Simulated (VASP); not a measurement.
Pb, 1 atom in the cell. Symmetry: Fm-3m, No. 225, cubic system. The conventional cell has a = 4.950 Å, b = 4.950 Å, c = 4.950 Å, α = 90.00°, β = 90.00°, γ = 90.00°. Within 4.6 Å of Pb (site symmetry m-3m) lie 12 Pb at 3.50 Å. 

- Program: VASP 6.6.1
- Task: single point
- Functional: PBEsol
- Potentials or basis: VASP PAW PBE potentials, release 64 (Pb_d)
- Cutoff: 520 eV
- k mesh: 12 × 12 × 12
- Occupations: gaussian, width 0.05 eV
- Spin: no spin polarisation
- Dipole correction: no
- Further INCAR settings: ALGO = Normal; EDIFF = 1e-06; NBANDS = 13

Potentials or basis: VASP PAW PBE potentials, release 64 (Pb_d).

Run with:

```console
$ cat potpaw_PBE.64/Pb_d/POTCAR > POTCAR
$ mpirun -np 1 vasp_std > vasp.out
```

Hardware: 1 thread of Intel(R) Xeon(R) Platinum 8488C (Sapphire Rapids), on a shared host.

Q: How long does it take, and how much memory?

A: Wall time 15 s on 1 thread of Intel(R) Xeon(R) Platinum 8488C (Sapphire Rapids), on a shared host, peak memory 0.17 GiB. Counts: scf iterations 10, k points 72.
